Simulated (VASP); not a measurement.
Crystal: Ga3BAs2.

```xyz
6
Lattice="-2.6284 3.2555 3.4837 2.6284 -3.2555 3.4837 2.6284 3.2555 -3.4837" Properties=species:S:1:pos:R:3 pbc="T T T"
Ga    0.0000    1.7459    3.4837
Ga    2.6284    1.5096    0.0000
Ga    0.0000    0.0000    0.0000
B     0.0000    0.0000    3.4837
As    2.6284    0.0000    1.4574
As    0.0000    3.2555    2.0263
```

The cell was generated, and may not be a known phase.

```yaml
Program: VASP 6.6.1
Task: relaxation of cell and atoms
Functional: PBE
Potentials_or_basis: VASP PAW PBE potentials, release 64 (Ga_d, B, As)
Cutoff: 600 eV
k_mesh: 4 × 4 × 4
Occupations: gaussian, width 0.1 eV
Spin: no spin polarisation
```

At the start: pressure 28.4 GPa; volume 19.87 Å³/atom.

Where does the relaxation end?

Over 29 steps the energy falls by 982.8 meV/atom and the volume is 17.95 Å³/atom (-9.7 %); space group Immm (No. 71, to 0.1 Å) before and after.

The path:
| step | energy change (eV) | largest force (eV/Å) | pressure (GPa) | volume (Å³) |
| --- | --- | --- | --- | --- |
| 1 | 0.0000 | 7.5136 | 28.35 | 119.24 |
| 2 | -1.9950 | 0.4945 | -9.29 | 185.78 |
| 3 | -4.2692 | 1.6076 | -3.64 | 147.54 |
| 4 | -4.2826 | 1.6211 | -3.10 | 146.40 |
| 5 | -4.2888 | 1.6320 | -2.47 | 145.13 |
| 6 | -4.6439 | 0.9300 | -3.44 | 139.66 |
| 7 | -4.7113 | 1.4442 | -3.49 | 135.70 |
| 8 | -5.0150 | 1.5315 | -2.89 | 128.33 |
| 9 | -5.5063 | 1.5744 | 3.84 | 107.29 |
| 10 | -5.7651 | 0.3409 | 2.42 | 106.38 |
| 11 | -5.7859 | 0.0802 | 2.26 | 106.09 |
| 12 | -5.7787 | 0.3765 | 2.50 | 105.48 |
| 13 | -5.7905 | 0.1250 | 2.35 | 105.84 |
| 14 | -5.8246 | 0.1050 | -0.14 | 109.15 |
| 15 | -5.8247 | 0.1024 | -0.51 | 109.54 |
| 16 | -5.8248 | 0.1031 | -0.41 | 109.40 |
| 17 | -5.8321 | 0.0938 | -0.29 | 109.24 |
| 18 | -5.8464 | 0.1863 | -0.14 | 108.72 |
| 19 | -5.8625 | 0.4387 | 0.23 | 107.53 |
| 20 | -5.8635 | 0.2665 | -0.26 | 108.28 |
| 21 | -5.8702 | 0.3259 | 0.01 | 107.92 |
| 22 | -5.8751 | 0.3302 | 0.01 | 107.80 |
| 23 | -5.8767 | 0.3336 | 0.08 | 107.67 |
| 24 | -5.8824 | 0.2825 | 0.04 | 107.71 |
| 25 | -5.8912 | 0.1255 | 0.02 | 107.82 |
| 26 | -5.8915 | 0.1322 | -0.03 | 107.84 |
| 27 | -5.8938 | 0.1022 | -0.02 | 107.82 |
| 28 | -5.8962 | 0.0456 | -0.06 | 107.79 |
| 29 | -5.8971 | 0.0237 | 0.02 | 107.69 |

Final structure:
```xyz
6
Lattice="-1.8419 3.9500 3.7004 1.8419 -3.9500 3.7004 1.8419 3.9500 -3.7004" Properties=species:S:1:pos:R:3 pbc="T T T"
Ga    0.0000    2.1050    3.7004
Ga    1.8419    1.8451    0.0000
Ga    0.0000    0.0000    0.0000
B     0.0000    0.0000    3.7004
As    1.8419    0.0000    2.1129
As    0.0000    3.9500    1.5875
```

Caveat: the k points lie up to 0.47 Å⁻¹ apart in the final cell, too coarse for converged energies and pressures of a metal.
